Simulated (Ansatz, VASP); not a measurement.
## Two plane-wave programs on KCl

```xyz
2
Lattice="0.0000 3.2327 3.2327 3.2327 0.0000 3.2327 3.2327 3.2327 0.0000" Properties=species:S:1:pos:R:3 pbc="T T T"
K     0.0000    0.0000    0.0000
Cl    3.2327    3.2327    3.2327
```

Alike in both runs: task single point; functional PBE; k mesh 10 × 10 × 10; occupations gaussian, width 0.05 eV; no spin polarisation.

```csv
,VASP,Ansatz
version,VASP 6.6.1,Ansatz 0.2.0
potentials or method,"VASP PAW PBE potentials, release 64 (K_sv, Cl), cutoff 520 eV","scalar-relativistic, plane waves, PAW"
valence electrons in the cell,16,16
```

|  | VASP | Ansatz | Ansatz less VASP |
| --- | --- | --- | --- |
| gap on the k mesh at the Fermi level (eV) | 4.92 | 4.92 | +0.002 |
| least direct gap on the mesh (eV) | 4.92 | 4.92 | +0.002 |
| pressure (GPa) | -0.6 | -0.6 | -0.01 |
